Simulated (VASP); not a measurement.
MgO, 2 atoms in the cell. The structure is cubic, space group Fm-3m (No. 225). The conventional cell has a = 4.159 Å, b = 4.159 Å, c = 4.159 Å, α = 90.00°, β = 90.00°, γ = 90.00°. Within 2.8 Å of Mg (site symmetry m-3m) lie 6 O at 2.08 Å. Within 2.8 Å of O (site symmetry m-3m) lie 6 Mg at 2.08 Å. 

```yaml
Program: VASP 6.6.1
Task: single point
Functional: PBEsol
Dispersion: D3(BJ)
Potentials_or_basis: VASP PAW PBE potentials, release 64 (Mg, O)
Cutoff: 600 eV
k_mesh: 10 × 10 × 10
Occupations: tetrahedron
Spin: no spin polarisation
Dipole_correction: no
Further_INCAR_settings: ALGO = Normal; EDIFF = 1e-06; NBANDS = 11
```

Potentials or basis: VASP PAW PBE potentials, release 64 (Mg, O).

Run with:

```console
$ cat potpaw_PBE.64/Mg/POTCAR potpaw_PBE.64/O/POTCAR > POTCAR
$ mpirun -np 1 vasp_std > vasp.out
```

Hardware: 1 thread of Intel Xeon 6975P-C, on a shared host.

**Question.** Estimate the wall time of this run.

**Answer.** It took 6.5 s on 1 thread of Intel Xeon 6975P-C, with other jobs on the host, peak memory 0.16 GiB. Counts: scf iterations 12, k points 47.
